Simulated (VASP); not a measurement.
Runs of VASP 6.6.1 on HgTe. The structure is that of space group I-4m2 (No. 119), or close to it. The cells are those of the table. 

| task | level | potentials or basis | cell | k mesh | cutoff (eV) | grid for exact exchange (PRECFOCK) | share of exact exchange | gap on the mesh (eV) | pressure (GPa) | relaxed volume (Å³/atom) |
| --- | --- | --- | --- | --- | --- | --- | --- | --- | --- | --- |
| relaxation of cell and atoms | PBEsol | VASP PAW PBE potentials, release 64 (Hg, Te) | relaxed from a = 4.581 Å, angles 96.7, 96.7, 140.2°, 2 atoms | 10 × 10 × 10 | 600 | - | - | none | -0.1 | 26.69 |
| single point | PBE | VASP PAW PBE potentials, release 64 (Hg, Te) | a = 4.611 Å, angles 96.7, 96.7, 140.2°, 2 atoms | 10 × 10 × 10 | 520 | - | - | none | (b) | - |
| single point | r2SCAN | VASP PAW PBE potentials, release 64 (Hg, Te) | a = 4.611 Å, angles 96.7, 96.7, 140.2°, 2 atoms | 10 × 10 × 10 | 520 | - | - | none | -1.8 | - |
| single point | r2SCAN0 | VASP PAW PBE potentials, release 64 (Hg, Te) | a = 4.519 Å, angles 96.7, 96.7, 140.2°, 2 atoms | 5 × 5 × 5 | 440 | Normal | 0.25 | none | -0.4 | - |
| single point | r2SCAN | VASP PAW PBE potentials, release 64 (Hg, Te) | a = 4.641 Å, angles 96.7, 96.7, 140.2°, 2 atoms | 10 × 10 × 10 | 520 | - | - | none | -2.5 | - |
| relaxation of cell and atoms | PBEsol+D4 | VASP PAW PBE potentials, release 64 (Hg, Te) | relaxed from a = 4.581 Å, angles 96.7, 96.7, 140.2°, 2 atoms | 10 × 10 × 10 | 600 | - | - | none | -0.1 | 25.94 |
| single point | LDA | VASP PAW LDA potentials, release 64 (Hg, Te) | a = 4.487 Å, angles 96.7, 96.7, 140.2°, 2 atoms | 10 × 10 × 10 | 520 | - | - | none | -2.2 | - |
| single point | PBE | VASP PAW PBE potentials, release 64 (Hg, Te) | a = 4.641 Å, angles 96.7, 96.7, 140.2°, 2 atoms | 10 × 10 × 10 | 520 | - | - | none | (a) | - |

Alike in all rows: no spin polarisation; smearing fermi-dirac 0.05 eV.

**Question.** Fill in the values left out.

**Answer.** (a) -1.4; (b) -0.7.

Caveats: some runs use coarse meshes; spin-orbit coupling is left out, which moves the levels of the heavy elements; the PAW data sets were made with another functional, which shifts forces and pressure a little (at least some runs).

A k mesh can miss the band edges, and the runs leave out spin-orbit coupling on Hg, Te.

A gap of «none» marks levels without a gap at the run's occupations.
